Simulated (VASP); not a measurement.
Set up this calculation in VASP 6.6.1, as the native input.

* Task: single point
* Functional: PBE
* Potentials or basis: VASP PAW PBE potentials, release 64 (Ca_sv, B, C)
* Cutoff: 520 eV
* k mesh: 24 × 24 × 8
* Occupations: gaussian, width 0.15 eV
* Spin: no spin polarisation
* Dipole correction: no
* Further INCAR settings: ALGO = Normal; EDIFF = 1e-06; NBANDS = 26

The structure of CaBC lies in POSCAR:

```
CaBC
1.0
    3.1906920588      0.0000000000      0.0000000000
   -1.5953460294      2.7632203786      0.0000000000
    0.0000000000      0.0000000000      7.0608423727
Ca B C
2 2 2
Direct
    0.0000000000      0.0000000000      0.0000000000
    0.0000000000      0.0000000000      0.5000000000
    0.6666666667      0.3333333333      0.2500000000
    0.3333333333      0.6666666667      0.7500000000
    0.6666666667      0.3333333333      0.7500000000
    0.3333333333      0.6666666667      0.2500000000
```

This cell differs from its parent crystal: ratio of the length along z to the lengths across it x 0.8, volume and fractional coordinates fixed.

These files were run (other wordings do the same):

INCAR

```
SYSTEM = CaBC
PREC = Accurate
ENCUT = 520
EDIFF = 1E-6
ISMEAR = 0
SIGMA = 0.15
LREAL = .False.
LASPH = .True.
NELM = 60
ALGO = Normal
ISIF = 2
LWAVE = .False.
LCHARG = .True.
GGA = PE
LELF = .True.
LVHAR = .True.
NBANDS = 26
```

KPOINTS

```
regular mesh
0
Gamma
  24 24 8
  0 0 0
```

Potentials or basis: VASP PAW PBE potentials, release 64 (Ca_sv, B, C).

The run is started by

```console
$ cat potpaw_PBE.64/Ca_sv/POTCAR potpaw_PBE.64/B/POTCAR potpaw_PBE.64/C/POTCAR > POTCAR
$ mpirun -np 1 vasp_std > vasp.out
```

It gave:

- Pressure: 1.3 GPa
- Band gap on the k mesh: zero (bands 17 and 18 overlap by 3.59 eV)

Caveat: the stress differs along the axes, from -17 to 37 GPa.

Run time: 4.3 min on 1 thread of Intel(R) Xeon(R) 6975P-C (Granite Rapids), with other jobs on the host, peak memory 0.52 GiB.
